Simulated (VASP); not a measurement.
# ZrCu (Pm-3m) in VASP: notebook

Runs on ZrCu. Level: LDA. Tasks: single point.

All numbers are computed with VASP 6.6.1; they aren't measurements. Logs are shortened: lines on timing, memory, paths and dates and some standing lists are left out, and cuts for length are marked.

## Step 1: The cell of the first run

It takes space group Pm-3m (No. 221, cubic). The conventional cell has a = 3.081 Å, b = 3.081 Å, c = 3.081 Å, α = 90.00°, β = 90.00°, γ = 90.00°. Zr (site symmetry m-3m) has 8 Cu at 2.67 Å and 6 Zr at 3.08 Å within 3.5 Å. Cu (site symmetry m-3m) has 8 Zr at 2.67 Å and 6 Cu at 3.08 Å within 3.5 Å.

## Step 2: Single point, LDA (14.63 Å³/atom)

INCAR

```
PREC = Accurate ; ENCUT = 520
EDIFF = 1E-7 ; ISMEAR = -1
SIGMA = 0.05 ; LREAL = F
LASPH = T ; NELM = 100
ALGO = Normal ; ISIF = 2
LWAVE = F ; LCHARG = F
NBANDS = 18
```

KPOINTS

```
regular mesh
0
Gamma
  11 11 11
```

POSCAR

```
ZrCu
1.0
    3.0811455303      0.0000000000      0.0000000000
    0.0000000000      3.0811455303      0.0000000000
    0.0000000000      0.0000000000      3.0811455303
Zr Cu
1 1
Direct
    0.5000000000      0.5000000000      0.5000000000
    0.0000000000      0.0000000000      0.0000000000
```

Potentials or basis: VASP PAW LDA potentials, release 64 (Zr_sv, Cu).

Launch:

```console
$ cat potpaw_LDA.64/Zr_sv/POTCAR potpaw_LDA.64/Cu/POTCAR > POTCAR
$ mpirun -np 1 vasp_std > vasp.out
```

OUTCAR:

```text
PREC = Accurate
   ENCUT = 520
   EDIFF = 1E-7
   ISMEAR = -1
   LREAL = F
   LASPH = T
   NELM = 100
   ISIF = 2

 ion  position               nearest neighbor table
   1  0.500  0.500  0.500-   2 2.67   2 2.67   2 2.67   2 2.67   2 2.67   2 2.67   2 2.67   2 2.67

   2  0.000  0.000  0.000-   1 2.67   1 2.67   1 2.67   1 2.67   1 2.67   1 2.67   1 2.67   1 2.67

  LATTYP: Found a simple cubic cell.
 ALAT       =     3.0811455303

  Lattice vectors:

 A1 = (   3.0811455303,   0.0000000000,   0.0000000000)
 A2 = (   0.0000000000,   3.0811455303,   0.0000000000)
 A3 = (   0.0000000000,   0.0000000000,   3.0811455303)

Analysis of symmetry for initial positions (statically):
=====================================================================
 Subroutine PRICEL returns:
 Original cell was already a primitive cell.

 Routine SETGRP: Setting up the symmetry group for a
 simple cubic supercell.

 Subroutine GETGRP returns: Found 48 space group operations
 (whereof 48 operations were pure point group operations)
 out of a pool of 48 trial point group operations.

The static configuration has the point symmetry O_h .

Analysis of symmetry for dynamics (positions and initial velocities):
=====================================================================
 Subroutine PRICEL returns:
 Original cell was already a primitive cell.

 Routine SETGRP: Setting up the symmetry group for a
 simple cubic supercell.

 Subroutine GETGRP returns: Found 48 space group operations
 (whereof 48 operations were pure point group operations)
 out of a pool of 48 trial point group operations.

The dynamic configuration has the point symmetry O_h .

 Subroutine INISYM returns: Found 48 space group operations
 (whereof 48 operations are pure point group operations),
 and found     1 'primitive' translations

----------------------------------------------------------------------------------------

                                     Primitive cell

  volume of cell :      29.2507

  direct lattice vectors                    reciprocal lattice vectors
     3.081145530  0.000000000  0.000000000     0.324554615  0.000000000  0.000000000
     0.000000000  3.081145530  0.000000000     0.000000000  0.324554615  0.000000000
     0.000000000  0.000000000  3.081145530     0.000000000  0.000000000  0.324554615

  length of vectors
     3.081145530  3.081145530  3.081145530     0.324554615  0.324554615  0.324554615

  position of ions in fractional coordinates (direct lattice)
     0.500000000  0.500000000  0.500000000
     0.000000000  0.000000000  0.000000000

  ion indices of the primitive-cell ions
   primitive index   ion index
                 1           1
                 2           2

----------------------------------------------------------------------------------------

 KPOINTS: regular mesh

Automatic generation of k-mesh.
 Grid dimensions read from file:
 generate k-points for:   11   11   11

 Generating k-lattice:

  Cartesian coordinates                     Fractional coordinates (reciprocal lattice)
     0.029504965  0.000000000  0.000000000     0.090909091  0.000000000  0.000000000
     0.000000000  0.029504965  0.000000000     0.000000000  0.090909091  0.000000000
     0.000000000  0.000000000  0.029504965     0.000000000  0.000000000  0.090909091

  Length of vectors
     0.029504965  0.029504965  0.029504965

  Shift w.r.t. Gamma in fractional coordinates (k-lattice)
     0.000000000  0.000000000  0.000000000

 Subroutine IBZKPT returns following result:
 ===========================================

 Found     56 irreducible k-points:

 Following reciprocal coordinates:
            Coordinates               Weight
  0.000000  0.000000  0.000000      1.000000
  0.090909  0.000000  0.000000      6.000000
  0.181818  0.000000  0.000000      6.000000
  0.272727  0.000000  0.000000      6.000000
  0.363636  0.000000  0.000000      6.000000
  0.454545  0.000000  0.000000      6.000000
[... 16 lines left out ...]
  0.181818  0.090909  0.090909     24.000000
  0.272727  0.090909  0.090909     24.000000
 [... further k-points ...]
   k-points           NKPTS =     56   k-points in BZ     NKDIM =     56   number of bands    NBANDS=     18
   number of dos      NEDOS =    301   number of ions     NIONS =      2
   total plane-waves  NPLWV =  13824
   dimension x,y,z NGX =    24 NGY =   24 NGZ =   24
   dimension x,y,z NGXF=    48 NGYF=   48 NGZF=   48
   ions per type =               1   1
   NGX,Y,Z   is equivalent  to a cutoff of  12.95, 12.95, 12.95 a.u.
   NGXF,Y,Z  is equivalent  to a cutoff of  25.90, 25.90, 25.90 a.u.
 SYSTEM =  unknown system
   PREC   = accura    normal or accurate (medium, high low for compatibility)
   ISTART =      0    job   : 0-new  1-cont  2-samecut
   ICHARG =      2    charge: 1-file 2-atom 10-const
   ISPIN  =      1    spin polarized calculation?
   LNONCOLLINEAR =      F non collinear calculations
   LSORBIT =      F    spin-orbit coupling
   LASPH  =      T    aspherical Exc in radial PAW
   ENCUT  =  520.0 eV  38.22 Ry    6.18 a.u.   5.73  5.73  5.73*2*pi/ulx,y,z
   NELM   =    100;   NELMIN=  2; NELMDL= -5     # of ELM steps
   EDIFF  = 0.1E-06   stopping-criterion for ELM
   LREAL  =      F    real-space projection
   EDIFFG = 0.1E-05   stopping-criterion for IOM
   NSW    =      0    number of steps for IOM
   IBRION =     -1    ionic relax: 0-MD 1-quasi-New 2-CG
   NFREE  =      0    steps in history (QN), initial steepest desc. (CG)
   ISIF   =      2    stress and relaxation
   ISYM   =      2    0-nonsym 1-usesym 2-fastsym
   POTIM  = 0.5000    time-step for ionic-motion
   TEBEG  =    0.0;   TEEND  =   0.0 temperature during run
   PSTRESS=    0.0 pullay stress
   NELECT =      23.0000    total number of electrons
   NUPDOWN=      -1.0000    fix difference up-down
   EMIN   =  10.00;   EMAX   =-10.00  energy-range for DOS
   EFERMI =   0.00;   METHOD = LEGACY
   ISMEAR =    -1;   SIGMA  =   0.05  broadening in eV -4-tet -1-fermi 0-gaus
   EFERMI_NEDOS =   21; number of points for ismear=-14 and -15
   IALGO  =     38    algorithm
   IMIX   =      4    mixing-type and parameters
     AMIX     =   0.40;   BMIX     =  1.00
     AMIX_MAG =   1.60;   BMIX_MAG =  1.00
  volume/ion in A,a.u.               =      14.63        98.70
  Fermi-wavevector in a.u.,A,eV,Ry     =   1.511026  2.855425 31.064810  2.283199
  Thomas-Fermi vector in A             =   2.621138
   LORBIT       =      0    0 simple, 1 ext, 2 COOP (PROOUT), +10 PAW based schemes
   GGA     = CA    functional components
   LHFCALC =     F    Hartree Fock is set to
   AEXX    =    0.0000 exact exchange contribution
   IVDW    =     0    specifies the selected vdW correction
   LEPSILON=     F    determine dielectric tensor
   LRPA    =     F    only Hartree local field effects (RPA)
 non-spin polarized calculation
  energy-cutoff  :      520.00
  volume of cell :       29.25
 maximum number of plane-waves:       804
 NGX is ok and might be reduce to    24
   NGX = 11   NGY = 11   NGZ = 11

 number of electron      22.9999968 magnetization

 Free energy of the ion-electron system (eV)
  ---------------------------------------------------
  ext. energy  EPLUGINS =         0.00000000
  ---------------------------------------------------
  free energy    TOTEN  =       -14.04626020 eV

  energy without entropy =      -14.02502691  energy(sigma->0) =      -14.03564356

 E-fermi :  10.5784     XC(G=0): -12.8687

 val. band max:       10.5746093144   @ k =   0.1818   0.0000   0.0000
 cond. band min:      10.5845503778   @ k =   0.3636   0.1818   0.0909
 fundamental gap:      0.0099410634
 Fermi energy:        10.5783675978

 k-point     1 :       0.0000    0.0000    0.0000
  band No.  band energies     occupation
      1     -37.5763      2.00000
      2     -15.4529      2.00000
      3     -15.4529      2.00000
      4     -15.4529      2.00000
      5       2.7608      2.00000
      6       5.5576      2.00000
[... 10 lines left out ...]
     17      18.3749      0.00000
     18      18.3749      0.00000

 k-point     2 :       0.0909    0.0000    0.0000
  band No.  band energies     occupation
      1     -37.5696      2.00000
      2     -15.5246      2.00000
      3     -15.4474      2.00000
      4     -15.4474      2.00000
      5       2.9450      2.00000
      6       5.6139      2.00000
[... 10 lines left out ...]
     17      19.0986      0.00000
     18      19.0986      0.00000

 k-point     3 :       0.1818    0.0000    0.0000
  band No.  band energies     occupation
      1     -37.5517      2.00000
      2     -15.7129      2.00000
      3     -15.4325      2.00000
      4     -15.4325      2.00000
      5       3.4682      2.00000
      6       5.7732      2.00000
[... 10 lines left out ...]
     17      20.5119      0.00000
     18      20.5119      0.00000

 k-point     4 :       0.2727    0.0000    0.0000
  band No.  band energies     occupation
      1     -37.5281      2.00000
      2     -15.9510      2.00000
      3     -15.4129      2.00000
      4     -15.4129      2.00000
      5       4.2563      2.00000
      6       6.0037      2.00000
[... 10 lines left out ...]
     17      22.0843      0.00000
     18      22.0843      0.00000

 k-point     5 :       0.3636    0.0000    0.0000
  band No.  band energies     occupation
      1     -37.5063      2.00000
      2     -16.1620      2.00000
      3     -15.3948      2.00000
      4     -15.3948      2.00000
      5       5.2035      2.00000
      6       6.2456      2.00000
[... 10 lines left out ...]
     17      21.9726      0.00000
     18      23.6912      0.00000

 k-point     6 :       0.4545    0.0000    0.0000
  band No.  band energies     occupation
      1     -37.4933      2.00000
      2     -16.2843      2.00000
      3     -15.3841      2.00000
      4     -15.3841      2.00000
      5       6.0662      2.00000
      6       6.4083      2.00000
[... 10 lines left out ...]
     17      21.5424      0.00000
     18      24.5809      0.00000

 k-point     7 :       0.0909    0.0909    0.0000
  band No.  band energies     occupation
      1     -37.5630      2.00000
      2     -15.5251      2.00000
      3     -15.5119      2.00000
      4     -15.4418      2.00000
      5       3.1243      2.00000
      6       5.6811      2.00000
[... 10 lines left out ...]
     17      18.8687      0.00000
     18      19.6789      0.00000

 k-point     8 :       0.1818    0.0909    0.0000
  band No.  band energies     occupation
      1     -37.5452      2.00000
      2     -15.7059      2.00000
      3     -15.5016      2.00000
      4     -15.4267      2.00000
      5       3.6309      2.00000
      6       5.8312      2.00000
[... 10 lines left out ...]
     17      19.9639      0.00000
     18      20.9360      0.00000
[... 229 lines left out ...]
     17      20.6331      0.00000
     18      22.2348      0.00000

 k-point    20 :       0.4545    0.3636    0.0000
  band No.  band energies     occupation
      1     -37.4283      2.00000
      2     -16.1637      2.00000
      3     -16.0286      2.00000
      4     -15.3156      2.00000
      5       5.1207      2.00000
      6       5.8728      2.00000
[... 10 lines left out ...]
     17      21.1595      0.00000
     18      21.7601      0.00000

 k-point    21 :       0.4545    0.4545    0.0000
  band No.  band energies     occupation
      1     -37.4162      2.00000
      2     -16.1425      2.00000
      3     -16.1393      2.00000
      4     -15.3029      2.00000
      5       4.9145      2.00000
      6       5.7915      2.00000
[... 10 lines left out ...]
     17      21.3011      0.00000
     18      21.5346      0.00000

 k-point    22 :       0.0909    0.0909    0.0909
  band No.  band energies     occupation
      1     -37.5564      2.00000
      2     -15.5249      2.00000
      3     -15.5061      2.00000
      4     -15.5061      2.00000
      5       3.2991      2.00000
      6       5.7682      2.00000
[... 10 lines left out ...]
     17      18.9499      0.00000
     18      19.4603      0.00000

 k-point    23 :       0.1818    0.0909    0.0909
  band No.  band energies     occupation
      1     -37.5387      2.00000
      2     -15.6990      2.00000
      3     -15.5000      2.00000
      4     -15.4907      2.00000
      5       3.7914      2.00000
      6       5.9022      2.00000
[... 10 lines left out ...]
     17      20.3258      0.00000
     18      20.3641      0.00000

 k-point    24 :       0.2727    0.0909    0.0909
  band No.  band energies     occupation
      1     -37.5154      2.00000
      2     -15.9332      2.00000
      3     -15.4776      2.00000
      4     -15.4703      2.00000
      5       4.5189      2.00000
      6       6.0929      2.00000
[... 10 lines left out ...]
     17      21.4018      0.00000
     18      21.7324      0.00000

 [... further k-points ...]

------------------------ aborting loop because EDIFF is reached ----------------------------------------

  FORCE on cell =-STRESS in cart. coord.  units (eV):
  Direction    XX          YY          ZZ          XY          YZ          ZX
  --------------------------------------------------------------------------------------
  -------------------------------------------------------------------------------------
  Total        3.4604468      3.4604468      3.4604468      0.0000000      0.0000000      0.0000000
  in kB      189.5422919    189.5422919    189.5422919      0.0000000      0.0000000      0.0000000
  external PRESSURE =     189.5422919 kB  Pullay stress =       0.0000000 kB

 VOLUME and BASIS-vectors are now :
 -----------------------------------------------------------------------------
  energy-cutoff  :      520.00
  volume of cell :       29.25
      direct lattice vectors                 reciprocal lattice vectors
     3.081145530  0.000000000  0.000000000     0.324554615  0.000000000  0.000000000
     0.000000000  3.081145530  0.000000000     0.000000000  0.324554615  0.000000000
     0.000000000  0.000000000  3.081145530     0.000000000  0.000000000  0.324554615

 POSITION                                       TOTAL-FORCE (eV/Angst)
 -----------------------------------------------------------------------------------
      1.54057      1.54057      1.54057         0.000000      0.000000      0.000000
      0.00000      0.00000      0.00000         0.000000      0.000000      0.000000
 -----------------------------------------------------------------------------------
    total drift:                                0.000000      0.000000     -0.000000

  FREE ENERGIE OF THE ION-ELECTRON SYSTEM (eV)
  ---------------------------------------------------
  free  energy   TOTEN  =       -14.0462602039 eV

  energy  without entropy=      -14.0250269134  energy(sigma->0) =      -14.03564356
```

It took 36 s on 1 thread of Intel Xeon 8259CL, shared host; peak memory 0.15 GiB.

What came out:

```yaml
Free_energy: -14.0463 eV
Pressure: 19.0 GPa
Band_gap_on_the_k_mesh: zero (an odd number of electrons rules out a gap without spin polarisation)
```

Caveat: the cell stands under pressure.

## Step 3: Single point, LDA

This run uses another cell than the first one, of 17.21 Å³/atom.

INCAR

```
PREC     = Accurate       # precision mode
ENCUT    = 520            # plane-wave cutoff, eV
EDIFF    = 1E-6           # SCF threshold, eV
ISMEAR   = -1             # smearing method
SIGMA    = 0.05           # smearing width, eV
LREAL    = F              # projectors in reciprocal space
LASPH    = T              # aspherical terms in the spheres
NELM     = 60             # most SCF steps
ALGO     = Normal         # electronic algorithm
ISIF     = 2              # what is computed and relaxed
LWAVE    = F              # write WAVECAR
LCHARG   = F              # write CHGCAR
GGA      = CA             # functional
NBANDS   = 18             # bands
```

KPOINTS

```
Automatic mesh
0
Gamma
  11 11 11
```

POSCAR

```
ZrCu
1.0
    3.2526642500      0.0000000000      0.0000000000
    0.0000000000      3.2526642500      0.0000000000
    0.0000000000      0.0000000000      3.2526642500
Zr Cu
1 1
Direct
    0.5000000000      0.5000000000      0.5000000000
    0.0000000000      0.0000000000      0.0000000000
```

Potentials or basis: VASP PAW LDA potentials, release 64 (Zr_sv, Cu).

Launch:

```console
$ cat potpaw_LDA.64/Zr_sv/POTCAR potpaw_LDA.64/Cu/POTCAR > POTCAR
$ mpirun -np 1 vasp_std > vasp.out
```

Wall time 37 s (1 thread of Intel Xeon 8259CL, shared host); peak memory 0.15 GiB.

Results (log left out):

```
Free energy            : -14.1931 eV
Pressure               : -6.5 GPa
Band gap on the k mesh : zero (an odd number of electrons rules out a gap without spin polarisation)
```

Levels at points of the mesh, in eV from the Fermi level:
| k point | band 10 | band 11 | band 12 | band 13 | band 14 | band 15 |
| --- | --- | --- | --- | --- | --- | --- |
| (0.00, 0.00, 0.00) | -3.10 | -0.11 | -0.11 | 3.97 | 3.97 | 3.97 |

Caveat: the cell stands under tension.
